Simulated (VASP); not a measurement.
Here is a VASP 6.6.1 calculation.

INCAR

```
PREC = Accurate
ENCUT = 450
EDIFF = 1E-7
ISMEAR = -1
SIGMA = 0.05
LREAL = False
LASPH = True
NELM = 120
ALGO = Normal
ISIF = 2
LWAVE = False
LCHARG = False
GGA = PE
IBRION = 2
NSW = 80
EDIFFG = -0.02
GGA_COMPAT = False
NELMIN = 4
```

Contents of KPOINTS:

```
Automatic mesh
0
Gamma
  18 18 10
```

File POSCAR:

```
Ti
1.0
    2.9101281370      0.0000000000      0.0000000000
   -1.4550640685      2.5202448949      0.0000000000
    0.0000000000      0.0000000000      4.6226679121
Ti
2
Direct
    0.3333333333      0.6666666667      0.2500000000
    0.6666666667      0.3333333333      0.7500000000
```

Potentials or basis: VASP PAW PBE potentials, release 64 (Ti_sv).

The run is started by

```console
$ cat potpaw_PBE.64/Ti_sv/POTCAR > POTCAR
$ mpirun -np 1 vasp_std > vasp.out
```

Question: Predict the band gap on the k mesh.

Answer: Zero (bands 12 and 13 overlap by 1.12 eV).

Stress tensor (GPa, compression positive):
```
2.44 0.00 0.00
0.00 2.44 0.00
0.00 0.00 2.05
```

Caveat: the relaxation stopped at its first step, so nothing moved.
